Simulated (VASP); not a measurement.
Wanted: the native input for a VASP 6.6.1 run.

```
Task                   : single point
Functional             : PBE
Dispersion             : D3(BJ)
Potentials or basis    : VASP PAW PBE potentials, release 64 (Fe, O)
Cutoff                 : 520 eV
k mesh                 : 11 × 11 × 11
Occupations            : fermi-dirac, width 0.05 eV
Spin                   : collinear spin, ferromagnetic start
Starting moments       : [3.0, 0.0] μB
Dipole correction      : no
Further INCAR settings : ALGO = Normal; EDIFF = 1e-06; NBANDS = 18
```

The structure of FeO lies in POSCAR:

```
FeO
1.0
    0.0000000000      2.1418732419      2.1418732419
    2.1418732419      0.0000000000      2.1418732419
    2.1418732419      2.1418732419      0.0000000000
Fe O
1 1
Direct
    0.0000000000      0.0000000000      0.0000000000
    0.5000000000      0.5000000000      0.5000000000
```

These files were run (other wordings do the same):

INCAR

```
SYSTEM = FeO
PREC = Accurate ; ENCUT = 520
EDIFF = 1E-6 ; ISMEAR = -1
SIGMA = 0.05 ; LREAL = .FALSE.
LASPH = .TRUE. ; NELM = 150
ALGO = Normal ; ISIF = 2
LWAVE = .FALSE. ; LCHARG = .FALSE.
ISPIN = 2 ; MAGMOM = 3 0
LORBIT = 11 ; LMAXMIX = 4
GGA = PE ; IVDW = 12
NBANDS = 18
```

KPOINTS

```
regular mesh
0
G
  11 11 11
  0 0 0
```

Potentials or basis: VASP PAW PBE potentials, release 64 (Fe, O).

Run with:

```console
$ cat potpaw_PBE.64/Fe/POTCAR potpaw_PBE.64/O/POTCAR > POTCAR
$ mpirun -np 1 vasp_std > vasp.out
```

Results of the run:

* Pressure: 0.1 GPa
* Band gap on the k mesh: zero (filled and empty bands overlap)
* Net moment: 4.00 μB per cell
* Site moments: Fe +3.62; O +0.30 μB
* Valence electrons inside the program's atomic spheres: Fe 6.76; O 5.00
* Dispersion energy per atom: -0.203 eV

Caveat: a cell with one magnetic atom can't hold antiferromagnetic order, which such compounds often take; semilocal functionals often make such compounds metallic where correlation or magnetic order opens a gap, which also shifts bond lengths.

Wall time 15 s on 1 thread of Intel(R) Xeon(R) 6975P-C (Granite Rapids), on a shared host, peak memory 0.17 GiB.
